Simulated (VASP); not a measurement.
## TiO2: relaxation of cell and atoms with r2SCAN+rVV10

Crystal: TiO2.

```
Ti O
1.0
     2.95799    0.00000    0.00000
    -1.47899    2.56169    0.00000
     0.00000    0.00000    5.11790
Ti O
1 2
Direct
  0.00000 0.00000 0.00000
  0.66667 0.33333 0.81234
  0.33333 0.66667 0.18766
```

```yaml
Program: VASP 6.6.1
Task: relaxation of cell and atoms
Functional: r2SCAN
Dispersion: rVV10
Potentials_or_basis: VASP PAW PBE potentials, release 64 (Ti_sv, O)
Cutoff: 600 eV
k_mesh: 12 × 12 × 4
Occupations: fermi-dirac, width 0.03 eV
Spin: no spin polarisation
Dipole_correction: no
Further_INCAR_settings: ALGO = Normal; EDIFF = 1e-07; IBRION = 2; EDIFFG = -0.01; NSW = 100; ISIF = 3
```

The relaxed volume is 11.45 Å³/atom, the relaxed cell is a = 2.974 Å, b = 2.974 Å, c = 4.482 Å, α = 90.00°, β = 90.00°, γ = 120.00° and the space group after relaxing (to 0.1 Å) is P-3m1 (No. 164). The energy gained by relaxing is 17.5 meV/atom and the ionic steps are 14. The pressure after relaxing is 0.0 GPa, the largest force after relaxing is 0.003 eV/Å and the band gap on the k mesh is 2.91 eV (least direct gap 3.03 eV).

Forces on the atoms (eV/Å):
```
Ti   0.000  0.000  0.000
O    0.000  0.000  0.003
O    0.000  0.000 -0.003
```

Stress tensor (GPa, compression positive):
```
-0.01  0.00  0.00
 0.00 -0.01  0.00
 0.00  0.00  0.07
```

Step by step:
| step | energy change (eV) | largest force (eV/Å) | pressure (GPa) | volume (Å³) |
| --- | --- | --- | --- | --- |
| 1 | 0.0000 | 0.1500 | 1.56 | 38.78 |
| 2 | 0.0011 | 0.2107 | -3.70 | 39.49 |
| 3 | -0.0041 | 0.0232 | -0.97 | 39.11 |
| 4 | -0.0079 | 0.0968 | -0.77 | 38.90 |
| 5 | -0.0099 | 0.2498 | -0.50 | 38.62 |
| 6 | -0.0129 | 0.2451 | -0.52 | 38.40 |
| 7 | -0.0217 | 0.2355 | -0.53 | 37.75 |
| 8 | -0.0374 | 0.2344 | -0.32 | 36.44 |
| 9 | -0.0457 | 0.2712 | 1.41 | 33.83 |
| 10 | -0.0479 | 0.2829 | 0.84 | 34.60 |
| 11 | -0.0431 | 0.4122 | -3.75 | 34.53 |
| 12 | -0.0514 | 0.0092 | -0.99 | 34.57 |
| 13 | -0.0512 | 0.0163 | 1.11 | 34.10 |
| 14 | -0.0525 | 0.0031 | 0.02 | 34.34 |

Final structure:
```
Ti O
1.0
     2.97444    0.00000    0.00000
    -1.48722    2.57594    0.00000
     0.00000    0.00000    4.48210
Ti O
1 2
Direct
  0.00000 0.00000 0.00000
  0.66667 0.33333 0.78639
  0.33333 0.66667 0.21361
```

Levels at points of the mesh, in eV from the valence-band top:
| k point | band 10 | band 11 | band 12 | band 13 | band 14 | band 15 |
| --- | --- | --- | --- | --- | --- | --- |
| (0.00, 0.00, 0.00) | -0.42 | -0.42 | -0.10 | 2.93 | 2.93 | 4.67 |
| (0.50, 0.00, 0.00) | -2.15 | -1.62 | -1.36 | 3.13 | 4.01 | 4.07 |
| (0.00, 0.00, 0.50) | -1.68 | -0.50 | -0.50 | 2.91 | 2.91 | 4.73 |
| (0.50, 0.00, 0.50) | -1.81 | -1.45 | -0.52 | 3.18 | 4.00 | 4.07 |

It took 25 min on 1 thread of Intel(R) Xeon(R) 6975P-C (Granite Rapids), on a shared host, peak memory 0.32 GiB.

Caveat: the PAW data sets were made with another functional, which shifts forces and pressure a little. A k mesh can miss the band edges.
